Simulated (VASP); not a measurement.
# Pt (Fm-3m) in VASP: a series of runs

Aim: see how the results for Pt move with the level of theory and the settings. Levels: r2SCAN, r2SCAN+D3(BJ). Tasks: single point.

Program: VASP 6.6.1. These are calculated values, not measurements. Logs are shortened: lines on timing, memory, paths and dates and some standing lists are left out, and cuts for length are marked.

## (1) The cell of the first run

Symmetry: Fm-3m, No. 225, cubic system. Conventional cell: a = 4.045 Å, b = 4.045 Å, c = 4.045 Å, α = 90.00°, β = 90.00°, γ = 90.00°. Pt (site symmetry m-3m) has 12 Pt at 2.86 Å within 3.8 Å.

## (2) Single point, r2SCAN

The input, POSCAR:

```
Pt
1.0
    0.0000000000      2.0224480000      2.0224480000
    2.0224480000      0.0000000000      2.0224480000
    2.0224480000      2.0224480000      0.0000000000
Pt
1
Direct
    0.0000000000      0.0000000000      0.0000000000
```

The input, INCAR.step1:

```
SYSTEM = Pt
ALGO = Normal ; EDIFF = 1E-4
ENCUT = 520 ; GGA = PE
ISMEAR = -1 ; LASPH = .TRUE.
LCHARG = .FALSE. ; LREAL = .FALSE.
LWAVE = .TRUE. ; NBANDS = 11
NELM = 60 ; PREC = Accurate
SIGMA = 0.1
```

The input, INCAR.step2:

```
SYSTEM = Pt
ALGO = Normal ; EDIFF = 1E-6
ENCUT = 520 ; ISIF = 2
ISMEAR = -1 ; ISTART = 1
LASPH = .TRUE. ; LCHARG = .FALSE.
LMIXTAU = .TRUE. ; LREAL = .FALSE.
LWAVE = .FALSE. ; METAGGA = R2SCAN
NBANDS = 11 ; NELM = 60
PREC = Accurate ; SIGMA = 0.1
```

The input, KPOINTS:

```
k-points
0
G
  8 8 8
  0 0 0
```

Potentials or basis: VASP PAW PBE potentials, release 64 (Pt).

Run with:

```bash
> cat potpaw_PBE.64/Pt/POTCAR > POTCAR
> cp INCAR.step1 INCAR
> mpirun -np 1 vasp_std > vasp.out
> cp INCAR.step2 INCAR
> mpirun -np 1 vasp_std > vasp.out
```

OUTCAR:

```text
SYSTEM = Pt
   EDIFF = 1E-6
   ENCUT = 520
   ISIF = 2
   ISMEAR = -1
   ISTART = 1
   LASPH = .TRUE.
   LREAL = .FALSE.
   METAGGA = R2SCAN
   NELM = 60
   PREC = Accurate

 ion  position               nearest neighbor table
   1  0.000  0.000  0.000-

  LATTYP: Found a face centered cubic cell.
 ALAT       =     4.0448960000

  Lattice vectors:

 A1 = (   0.0000000000,   2.0224480000,   2.0224480000)
 A2 = (   2.0224480000,   0.0000000000,   2.0224480000)
 A3 = (   2.0224480000,   2.0224480000,   0.0000000000)

Analysis of symmetry for initial positions (statically):
=====================================================================
 Subroutine PRICEL returns:
 Original cell was already a primitive cell.

 Routine SETGRP: Setting up the symmetry group for a
 face centered cubic supercell.

 Subroutine GETGRP returns: Found 48 space group operations
 (whereof 48 operations were pure point group operations)
 out of a pool of 48 trial point group operations.

The static configuration has the point symmetry O_h .

Analysis of symmetry for dynamics (positions and initial velocities):
=====================================================================
 Subroutine PRICEL returns:
 Original cell was already a primitive cell.

 Routine SETGRP: Setting up the symmetry group for a
 face centered cubic supercell.

 Subroutine GETGRP returns: Found 48 space group operations
 (whereof 48 operations were pure point group operations)
 out of a pool of 48 trial point group operations.

The dynamic configuration has the point symmetry O_h .

 Subroutine INISYM returns: Found 48 space group operations
 (whereof 48 operations are pure point group operations),
 and found     1 'primitive' translations

----------------------------------------------------------------------------------------

                                     Primitive cell

  volume of cell :      16.5448

  direct lattice vectors                    reciprocal lattice vectors
     0.000000000  2.022448000  2.022448000    -0.247225145  0.247225145  0.247225145
     2.022448000  0.000000000  2.022448000     0.247225145 -0.247225145  0.247225145
     2.022448000  2.022448000  0.000000000     0.247225145  0.247225145 -0.247225145

  length of vectors
     2.860173391  2.860173391  2.860173391     0.428206512  0.428206512  0.428206512

  position of ions in fractional coordinates (direct lattice)
     0.000000000  0.000000000  0.000000000

  ion indices of the primitive-cell ions
   primitive index   ion index
                 1           1

----------------------------------------------------------------------------------------

 KPOINTS: k-points

Automatic generation of k-mesh.
 Grid dimensions read from file:
 generate k-points for:    8    8    8

 Generating k-lattice:

  Cartesian coordinates                     Fractional coordinates (reciprocal lattice)
    -0.030903143  0.030903143  0.030903143     0.125000000  0.000000000  0.000000000
     0.030903143 -0.030903143  0.030903143     0.000000000  0.125000000  0.000000000
     0.030903143  0.030903143 -0.030903143     0.000000000  0.000000000  0.125000000

  Length of vectors
     0.053525814  0.053525814  0.053525814

  Shift w.r.t. Gamma in fractional coordinates (k-lattice)
     0.000000000  0.000000000  0.000000000

 Subroutine IBZKPT returns following result:
 ===========================================

 Found     29 irreducible k-points:

 Following reciprocal coordinates:
            Coordinates               Weight
  0.000000  0.000000  0.000000      1.000000
  0.125000  0.000000  0.000000      8.000000
  0.250000  0.000000  0.000000      8.000000
  0.375000  0.000000  0.000000      8.000000
  0.500000  0.000000  0.000000      4.000000
  0.125000  0.125000  0.000000      6.000000
[... 16 lines left out ...]
  0.500000  0.250000  0.125000     48.000000
 -0.375000  0.250000  0.125000     24.000000
 [... further k-points ...]
   k-points           NKPTS =     29   k-points in BZ     NKDIM =     29   number of bands    NBANDS=     11
   number of dos      NEDOS =    301   number of ions     NIONS =      1
   total plane-waves  NPLWV =  13824
   dimension x,y,z NGX =    24 NGY =   24 NGZ =   24
   dimension x,y,z NGXF=    48 NGYF=   48 NGZF=   48
   ions per type =               1
   NGX,Y,Z   is equivalent  to a cutoff of  13.95, 13.95, 13.95 a.u.
   NGXF,Y,Z  is equivalent  to a cutoff of  27.90, 27.90, 27.90 a.u.
 SYSTEM =  Pt
   PREC   = accura    normal or accurate (medium, high low for compatibility)
   ISTART =      1    job   : 0-new  1-cont  2-samecut
   ICHARG =      0    charge: 1-file 2-atom 10-const
   ISPIN  =      1    spin polarized calculation?
   LNONCOLLINEAR =      F non collinear calculations
   LSORBIT =      F    spin-orbit coupling
   LASPH  =      T    aspherical Exc in radial PAW
   ENCUT  =  520.0 eV  38.22 Ry    6.18 a.u.   5.32  5.32  5.32*2*pi/ulx,y,z
   NELM   =     60;   NELMIN=  2; NELMDL=  0     # of ELM steps
   EDIFF  = 0.1E-05   stopping-criterion for ELM
   LREAL  =      F    real-space projection
   EDIFFG = 0.1E-04   stopping-criterion for IOM
   NSW    =      0    number of steps for IOM
   IBRION =     -1    ionic relax: 0-MD 1-quasi-New 2-CG
   NFREE  =      0    steps in history (QN), initial steepest desc. (CG)
   ISIF   =      2    stress and relaxation
   ISYM   =      2    0-nonsym 1-usesym 2-fastsym
   POTIM  = 0.5000    time-step for ionic-motion
   TEBEG  =    0.0;   TEEND  =   0.0 temperature during run
   PSTRESS=    0.0 pullay stress
   NELECT =      10.0000    total number of electrons
   NUPDOWN=      -1.0000    fix difference up-down
   EMIN   =  10.00;   EMAX   =-10.00  energy-range for DOS
   EFERMI =   0.00;   METHOD = LEGACY
   ISMEAR =    -1;   SIGMA  =   0.10  broadening in eV -4-tet -1-fermi 0-gaus
   EFERMI_NEDOS =   21; number of points for ismear=-14 and -15
   IALGO  =     38    algorithm
   IMIX   =      4    mixing-type and parameters
     AMIX     =   0.40;   BMIX     =  1.00
     AMIX_MAG =   1.60;   BMIX_MAG =  1.00
  volume/ion in A,a.u.               =      16.54       111.65
  Fermi-wavevector in a.u.,A,eV,Ry     =   1.384164  2.615690 26.067528  1.915909
  Thomas-Fermi vector in A             =   2.508694
   LORBIT       =      0    0 simple, 1 ext, 2 COOP (PROOUT), +10 PAW based schemes
   METAGGA = R2SCAN    functional components
   LHFCALC =     F    Hartree Fock is set to
   AEXX    =    0.0000 exact exchange contribution
   IVDW    =     0    specifies the selected vdW correction
   LEPSILON=     F    determine dielectric tensor
   LRPA    =     F    only Hartree local field effects (RPA)
 non-spin polarized calculation
  energy-cutoff  :      520.00
  volume of cell :       16.54
 maximum number of plane-waves:       459
 NGX is ok and might be reduce to    24
   NGX = 11   NGY = 11   NGZ = 11

 number of electron       9.9999999 magnetization

 Free energy of the ion-electron system (eV)
  ---------------------------------------------------
  ext. energy  EPLUGINS =         0.00000000
  ---------------------------------------------------
  free energy    TOTEN  =       -51.44154357 eV

  energy without entropy =      -51.37583302  energy(sigma->0) =      -51.40868829

 E-fermi :   9.2597     XC(G=0): -13.9919

 val. band max:        9.2284525022   @ k =   0.5000   0.5000   0.0000
 cond. band min:       9.2707669407   @ k =  -0.2500   0.1250   0.0000
 fundamental gap:      0.0423144385
 Fermi energy:         9.2596997137

 k-point     1 :       0.0000    0.0000    0.0000
  band No.  band energies     occupation
      1      -0.1353      2.00000
      2       5.9395      2.00000
      3       5.9395      2.00000
      4       5.9395      2.00000
      5       7.7852      2.00000
      6       7.7852      2.00000
      7      25.0197      0.00000
      8      29.6410      0.00000
      9      29.6410      0.00000
     10      29.6410      0.00000
     11      35.1770      0.00000

 k-point     2 :       0.1250    0.0000    0.0000
  band No.  band energies     occupation
      1       0.4475      2.00000
      2       5.7316      2.00000
      3       6.1374      2.00000
      4       6.1374      2.00000
      5       7.7057      2.00000
      6       7.7057      2.00000
      7      25.7519      0.00000
      8      27.1411      0.00000
      9      30.4419      0.00000
     10      30.4419      0.00000
     11      35.5477      0.00000

 k-point     3 :       0.2500    0.0000    0.0000
  band No.  band energies     occupation
      1       1.8339      2.00000
      2       5.6655      2.00000
      3       6.2635      2.00000
      4       6.2635      2.00000
      5       7.9826      1.99999
      6       7.9826      1.99999
      7      22.7735      0.00000
      8      26.4616      0.00000
      9      31.9112      0.00000
     10      31.9112      0.00000
     11      33.2838      0.00000

 k-point     4 :       0.3750    0.0000    0.0000
  band No.  band energies     occupation
      1       2.6332      2.00000
      2       6.0042      2.00000
      3       6.0042      2.00000
      4       7.3019      2.00000
      5       8.8423      1.96969
      6       8.8423      1.96969
      7      17.8890      0.00000
      8      25.2333      0.00000
      9      29.8157      0.00000
     10      29.8157      0.00000
     11      36.0258      0.00000

 k-point     5 :       0.5000    0.0000    0.0000
  band No.  band energies     occupation
      1       2.6906      2.00000
      2       5.8611      2.00000
      3       5.8611      2.00000
      4       9.3085      0.76093
      5       9.3085      0.76093
      6       9.4053      0.37828
      7      14.7656      0.00000
      8      24.6399      0.00000
      9      28.5673      0.00000
     10      28.5673      0.00000
     11      37.3203      0.00000
[... 211 lines left out ...]
 k-point    21 :       0.5000    0.5000    0.0000
  band No.  band energies     occupation
      1       3.0140      2.00000
      2       3.3926      2.00000
      3       9.2285      1.15498
      4       9.7323      0.01757
      5       9.7323      0.01757
      6      11.4524      0.00000
      7      17.6589      0.00000
      8      21.0186      0.00000
      9      21.0186      0.00000
     10      29.4434      0.00000
     11      32.1406      0.00000

 k-point    22 :       0.3750    0.2500    0.1250
  band No.  band energies     occupation
      1       3.0720      2.00000
      2       4.7693      2.00000
      3       5.9259      2.00000
      4       7.4374      2.00000
      5       7.4756      2.00000
      6       9.3137      0.73654
      7      22.8970      0.00000
      8      24.8260      0.00000
      9      27.6822      0.00000
     10      30.1627      0.00000
     11      33.1799      0.00000

 k-point    23 :       0.5000    0.2500    0.1250
  band No.  band energies     occupation
      1       3.8674      2.00000
      2       5.2466      2.00000
      3       5.4724      2.00000
      4       7.1479      2.00000
      5       8.6539      1.99533
      6      11.1513      0.00000
      7      18.4808      0.00000
      8      23.5766      0.00000
      9      25.8594      0.00000
     10      30.0234      0.00000
     11      34.0221      0.00000

 k-point    24 :      -0.3750    0.2500    0.1250
  band No.  band energies     occupation
      1       3.8850      2.00000
      2       5.0505      2.00000
      3       6.3062      2.00000
      4       6.9053      2.00000
      5       9.1257      1.58498
      6      13.7805      0.00000
      7      14.5775      0.00000
      8      23.8480      0.00000
      9      24.6546      0.00000
     10      28.9548      0.00000
     11      35.6783      0.00000

 [... further k-points ...]

------------------------ aborting loop because EDIFF is reached ----------------------------------------

  FORCE on cell =-STRESS in cart. coord.  units (eV):
  Direction    XX          YY          ZZ          XY          YZ          ZX
  --------------------------------------------------------------------------------------
  -------------------------------------------------------------------------------------
  Total       -1.7037248     -1.7037248     -1.7037248     -0.0000000      0.0000000     -0.0000000
  in kB     -164.9863188   -164.9863188   -164.9863188     -0.0000000      0.0000000     -0.0000000
  external PRESSURE =    -164.9863188 kB  Pullay stress =       0.0000000 kB

 VOLUME and BASIS-vectors are now :
 -----------------------------------------------------------------------------
  energy-cutoff  :      520.00
  volume of cell :       16.54
      direct lattice vectors                 reciprocal lattice vectors
     0.000000000  2.022448000  2.022448000    -0.247225145  0.247225145  0.247225145
     2.022448000  0.000000000  2.022448000     0.247225145 -0.247225145  0.247225145
     2.022448000  2.022448000  0.000000000     0.247225145  0.247225145 -0.247225145

 POSITION                                       TOTAL-FORCE (eV/Angst)
 -----------------------------------------------------------------------------------
      0.00000      0.00000      0.00000         0.000000      0.000000      0.000000
 -----------------------------------------------------------------------------------
    total drift:                               -0.000000      0.000000     -0.000000

  FREE ENERGIE OF THE ION-ELECTRON SYSTEM (eV)
  ---------------------------------------------------
  free  energy   TOTEN  =       -51.4415435695 eV

  energy  without entropy=      -51.3758330154  energy(sigma->0) =      -51.40868829
```

Wall time 40 s (1 thread of AMD EPYC 7R13, shared host); peak memory 0.12 GiB.

Results:

```yaml
Free_energy: -51.4415 eV
Pressure: -16.5 GPa
Band_gap_on_the_k_mesh: zero (band 5 reaches 9.74 eV, above the bottom of band 6 at 7.71 eV)
```

Levels at points of the mesh, in eV from the Fermi level:
```tsv
k point	band 1	band 2	band 3	band 4	band 5	band 6	band 7	band 8	band 9	band 10
(0.00, 0.00, 0.00)	-9.39	-3.32	-3.32	-3.32	-1.47	-1.47	15.76	20.38	20.38	20.38
(0.50, 0.00, 0.00)	-6.57	-3.40	-3.40	0.05	0.05	0.15	5.51	15.38	19.31	19.31
(0.50, 0.50, 0.00)	-6.25	-5.87	-0.03	0.47	0.47	2.19	8.40	11.76	11.76	20.18
```

Caveat: the PAW data sets were made with another functional, which shifts forces and pressure a little; spin-orbit coupling is left out, which moves the levels of the heavy elements.

## (3) Single point, r2SCAN+D3(BJ)

POSCAR is that of step 2.

The input, INCAR.step1:

```
SYSTEM = Pt
PREC = Accurate
ENCUT = 550
ISMEAR = -1
SIGMA = 0.1
LREAL = .FALSE.
LASPH = .TRUE.
NELM = 120
NBANDS = 11
GGA = PE
ALGO = Normal
EDIFF = 1E-5
LWAVE = .TRUE.
LCHARG = .FALSE.
GGA_COMPAT = .FALSE.
```

The input, INCAR.step2:

```
SYSTEM = Pt
PREC = Accurate
ENCUT = 550
EDIFF = 1E-6
ISMEAR = -1
SIGMA = 0.1
LREAL = .FALSE.
LASPH = .TRUE.
NELM = 120
ALGO = Normal
ISIF = 2
LWAVE = .FALSE.
LCHARG = .FALSE.
METAGGA = R2SCAN
LMIXTAU = .TRUE.
IVDW = 12
VDW_S6 = 1.0
VDW_S8 = 0.78981345
VDW_A1 = 0.49484001
VDW_A2 = 5.73083694
NBANDS = 11
ISTART = 1
GGA_COMPAT = .FALSE.
```

The input, KPOINTS:

```
regular mesh
0
G
  8 8 8
  0 0 0
```

Potentials or basis: VASP PAW PBE potentials, release 64 (Pt).

Run with:

```bash
> cat potpaw_PBE.64/Pt/POTCAR > POTCAR
> cp INCAR.step1 INCAR
> mpirun -np 1 vasp_std > vasp.out
> cp INCAR.step2 INCAR
> mpirun -np 1 vasp_std > vasp.out
```

Wall time 17 s (1 thread of Intel Xeon Platinum 8488C (Sapphire Rapids), shared host); peak memory 0.15 GiB.

It converged, with:

```yaml
Free_energy: -51.7758 eV
Pressure: -19.8 GPa
Band_gap_on_the_k_mesh: zero (band 5 reaches 9.74 eV, above the bottom of band 6 at 7.71 eV)
Dispersion_energy_per_atom: -0.335 eV
```

Levels at points of the mesh, in eV from the Fermi level:
```csv
k point,band 2,band 3,band 4,band 5,band 6,band 7,band 8,band 9
"(0.00, 0.00, 0.00)",-3.32,-3.32,-3.32,-1.47,-1.47,15.76,20.38,20.38
"(0.50, 0.00, 0.00)",-3.40,-3.40,0.05,0.05,0.15,5.51,15.38,19.31
"(0.50, 0.50, 0.00)",-5.87,-0.03,0.47,0.47,2.19,8.40,11.76,11.76
```

Caveat: three body term missing; the PAW data sets were made with another functional, which shifts forces and pressure a little; spin-orbit coupling is left out, which moves the levels of the heavy elements; pairwise dispersion overbinds metals, which lowers pressure and volume.
